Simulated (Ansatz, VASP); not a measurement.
# One calculation of Si2W, two programs

```
CELL_PARAMETERS angstrom
-1.60600 1.60600 3.94000
1.60600 -1.60600 3.94000
1.60600 1.60600 -3.94000
ATOMIC_POSITIONS crystal
Si 0.33300 0.33300 0.00000
Si 0.66700 0.66700 0.00000
W 0.00000 0.00000 0.00000
```

Alike in both runs: task single point; functional PBE; k mesh 8 × 8 × 8; occupations gaussian, width 0.1 eV; no spin polarisation.

|  | VASP | Ansatz |
| --- | --- | --- |
| version | VASP 6.6.1 | Ansatz 0.2.0 |
| potentials or method | VASP PAW PBE potentials, release 64 (Si, W_sv), cutoff 520 eV | scalar-relativistic, plane waves, PAW |
| valence electrons in the cell | 22 | 22 |

Ansatz gave:

```
gap on the k mesh at the Fermi level (eV)                     : none
pressure (GPa)                                                : 1.7
traceless stress, the component that is largest in VASP (GPa) : -1.96
rms of the force components (eV/Å)                            : 0.118
```

Which values does VASP return?

gap on the k mesh at the Fermi level (eV): none; pressure (GPa): 1.8; traceless stress, the component that is largest in VASP (GPa): -2.01; rms of the force components (eV/Å): 0.116.

Atom by atom the forces differ by 0.002 eV/Å (rms over components). A gap of «none» marks a metal or a gap that the smearing closes. With one functional, cell and mesh, what is left measures potentials, basis and numerics.

Spin-orbit coupling is off throughout.
